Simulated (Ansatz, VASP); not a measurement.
# Two plane-wave programs on CdS

```xyz
4
Lattice="4.1638 0.0000 0.0000 -2.0819 3.6060 0.0000 0.0000 0.0000 6.7662" Properties=species:S:1:pos:R:3 pbc="T T T"
Cd    0.0000    2.4040   -0.0065
Cd    2.0819    1.2020    3.3766
S     0.0000    2.4040    2.5438
S     2.0819    1.2020    5.9270
```

Alike in both runs: functional r2SCAN; k mesh 10 × 10 × 6; occupations fermi-dirac, width 0.1 eV; no spin polarisation.

Ansatz relaxed the structure, and its values are those at the end. VASP's run is a single point on that final structure, the one shown.

|  | VASP | Ansatz |
| --- | --- | --- |
| version | VASP 6.6.1 | Ansatz 0.2.0 |
| potentials or method | VASP PAW PBE potentials, release 64 (Cd, S) | PAW with Ansatz's default frozen-core files, scalar-relativistic |
| plane-wave cutoff (eV) | 520 | 500 |
| valence electrons in the cell | 36 | 52 |

VASP gave:

* pressure (GPa): 0.3

Q: Which values does Ansatz return?

A: Pressure (GPa): 0.0.

VASP's potentials were made for PBE, not for r2SCAN. VASP's potentials hold 36 valence electrons a cell and Ansatz's 52, so a difference there can come from the potentials and not from the codes.
